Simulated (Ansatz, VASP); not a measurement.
# ZnS: VASP beside Ansatz

File INCAR:

```
  ALGO = Normal
  EDIFF = 1E-8
  ENCUT = 520
  GGA = PS
  ISIF = 2
  ISMEAR = -1
  LASPH = True
  LCHARG = False
  LEFG = True
  LREAL = False
  LWAVE = False
  NBANDS = 26
  NELM = 100
  PREC = Accurate
  SIGMA = 0.03
```

The input KPOINTS:

```
k-points
0
Gamma
  8 8 5
```

File POSCAR:

```
ZnS
1.0
    3.8109987816      0.0000000000      0.0000000000
   -1.9054993908      3.3004217586      0.0000000000
    0.0000000000      0.0000000000      6.4210200000
Zn S
2 2
Direct
    0.3333333333      0.6666666667      0.0000000000
    0.6666666667      0.3333333333      0.5000000000
    0.3333333333      0.6666666667      0.3850000000
    0.6666666667      0.3333333333      0.8850000000
```

Input for Ansatz:

```yaml
crystal:
  lattice:
    - [3.8109987816, 0.0, 0.0]
    - [-1.9054993908, 3.3004217586, 0.0]
    - [0.0, 0.0, 6.42102]
  atoms:
    - { symbol: Zn, position: [0.3333333333, 0.6666666667, 0.0] }
    - { symbol: Zn, position: [0.6666666667, 0.3333333333, 0.5] }
    - { symbol: S, position: [0.3333333333, 0.6666666667, 0.385] }
    - { symbol: S, position: [0.6666666667, 0.3333333333, 0.885] }
kpoints:
  mp_grid: { grid: [8, 8, 5] }
scf:
  occupations: { method: fermi_dirac, width: 0.03 }
hamiltonian:
  xc: pbesol
  pseudopotentials: { kind: paw }
output:
  forces: true
  stress: true
  eigenvalues: true
  efg: { contact_densities: true }
```

Change from the starting cell: zz strain of +3 %, PAW files.

Alike in both runs: task electric field gradients; functional PBEsol; k mesh 8 × 8 × 5; occupations fermi-dirac, width 0.03 eV; no spin polarisation.

```csv
,VASP,Ansatz
version,VASP 6.6.1,Ansatz 0.2.0
potentials or method,"VASP PAW PBE potentials, release 64 (Zn, S)","PAW with Ansatz's default frozen-core files, scalar-relativistic"
plane-wave cutoff (eV),520,420
valence electrons in the cell,36,36
```

|  | VASP | Ansatz | Ansatz less VASP |
| --- | --- | --- | --- |
| gap on the k mesh at the Fermi level (eV) | 1.95 | 1.94 | -0.003 |
| pressure (GPa) | -2.8 | -3.0 | -0.17 |
| traceless stress, the component that is largest in VASP (GPa) | -3.06 | -3.03 | +0.034 |
| rms of the force components (eV/Å) | 0.209 | 0.206 | -0.0025 |
| size of Vzz on the site where it differs most (V/Å²) | 30.7 | 29.0 | -1.71 |

VASP's potentials were made for PBE, not for PBEsol. Atom by atom the forces differ by 0.002 eV/Å (rms over components).
